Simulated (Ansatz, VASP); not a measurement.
**One calculation of Ru, two programs**

Contents of INCAR:

```
SYSTEM = Ru
PREC = Accurate
ENCUT = 520
EDIFF = 1E-7
ISMEAR = -1
SIGMA = 0.05
LREAL = .False.
LASPH = .True.
NELM = 60
ALGO = Normal
ISIF = 2
LWAVE = .False.
LCHARG = .False.
GGA = PE
NBANDS = 21
```

Contents of KPOINTS:

```
regular mesh
0
Gamma
  13 13 7
  0 0 0
```

POSCAR

```
Ru
1.0
    2.7058000000      0.0000000000      0.0000000000
   -1.3529000000      2.3432915376      0.0000000000
    0.0000000000      0.0000000000      4.2819000000
Ru
2
Direct
    0.3666666666      0.6833333334      0.2750000000
    0.6333333334      0.3166666666      0.7250000000
```

Input for Ansatz:

```yaml
crystal:
  lattice:
    - [2.7058, 0.0, 0.0]
    - [-1.3529, 2.3432915376, 0.0]
    - [0.0, 0.0, 4.2819]
  atoms:
    - { symbol: Ru, position: [0.3666666666, 0.6833333334, 0.275] }
    - { symbol: Ru, position: [0.6333333334, 0.3166666666, 0.725] }
kpoints:
  mp_grid: { grid: [13, 13, 7] }
scf:
  occupations: { method: fermi_dirac, width: 0.05 }
hamiltonian:
  xc: pbe
  pseudopotentials: { kind: all_electron, lapw: { basis_error: 0.001 } }
output:
  forces: true
  stress: true
  eigenvalues: true
  populations: true
```

Change from the starting cell: shortest bond scaled by 1.1, LAPW.

Alike in both runs: task single point; functional PBE; k mesh 13 × 13 × 7; occupations fermi-dirac, width 0.05 eV; no spin polarisation.

|  | VASP | Ansatz |
| --- | --- | --- |
| version | VASP 6.6.1 | Ansatz 0.2.0 |
| potentials or method | VASP PAW PBE potentials, release 64 (Ru_pv), cutoff 520 eV | all-electron LAPW, scalar-relativistic |

|  | VASP | Ansatz | Ansatz less VASP |
| --- | --- | --- | --- |
| pressure (GPa) | 14.4 | 14.1 | -0.23 |
| traceless stress, the component that is largest in VASP (GPa) | 9.10 | 8.90 | -0.193 |
| rms of the force components (eV/Å) | 1.894 | 1.867 | -0.0277 |

Atom by atom the forces differ by 0.029 eV/Å (rms over components). Ansatz ran all-electron here, and VASP with PAW potentials.
